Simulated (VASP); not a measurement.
Ru2F, 6 atoms in the cell. The typed cell holds 6 atoms: a = 3.789 Å, b = 4.239 Å, c = 5.463 Å, α = 89.03°, β = 70.54°, γ = 66.22°. 

```yaml
Program: VASP 6.6.1
Task: single point
Functional: PBE
Potentials_or_basis: VASP PAW PBE potentials, release 64 (Ru_pv, F)
Cutoff: 520 eV
k_mesh: 6 × 4 × 4
Occupations: gaussian, width 0.1 eV
Spin: no spin polarisation
Dipole_correction: no
Further_INCAR_settings: ALGO = Normal; EDIFF = 1e-06; NBANDS = 44
```

Potentials or basis: VASP PAW PBE potentials, release 64 (Ru_pv, F).

Run with:

```bash
$ cat potpaw_PBE.64/Ru_pv/POTCAR potpaw_PBE.64/F/POTCAR > POTCAR
$ mpirun -np 1 vasp_std > vasp.out
```

Hardware: 1 thread of Intel(R) Xeon(R) 6975P-C (Granite Rapids), with other jobs on the host.

Q: Estimate the wall time of this run.

A: It took 91 s on 1 thread of Intel(R) Xeon(R) 6975P-C (Granite Rapids), on a shared host, peak memory 0.25 GiB. Counts: scf iterations 17, k points 52.
